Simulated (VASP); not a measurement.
Input of a VASP 6.6.1 run:

The input INCAR:

```
PREC = Accurate
ENCUT = 520
EDIFF = 1E-7
ISMEAR = -1
SIGMA = 0.06122561905347299
LREAL = F
LASPH = T
NELM = 100
ALGO = Normal
ISIF = 2
LWAVE = F
LCHARG = T
GGA = PE
LELF = T
LVHAR = T
NBANDS = 12
```

KPOINTS

```
regular mesh
0
Gamma
  20 20 20
```

POSCAR

```
Ce
1.0
   -1.9333658949      1.9333658949      1.9333658949
    1.9333658949     -1.9333658949      1.9333658949
    1.9333658949      1.9333658949     -1.9333658949
Ce
1
Direct
    0.0000000000      0.0000000000      0.0000000000
```

Potentials or basis: VASP PAW PBE potentials, release 64 (Ce).

The run is started by

```console
$ cat potpaw_PBE.64/Ce/POTCAR > POTCAR
$ mpirun -np 1 vasp_std > vasp.out
```

**Question.** Estimate the pressure.

**Answer.** -1.6 GPa.

**Question.** What does it give for the band gap on the k mesh?

**Answer.** Zero (bands 6 and 7 overlap by 0.84 eV).

Caveat: spin-orbit coupling is left out, which moves the levels of the heavy elements; semilocal functionals describe open f shells poorly, which spoils levels, moments and volumes. Spin polarisation is off, so any magnetic state and its effect on volume and gap are missing.
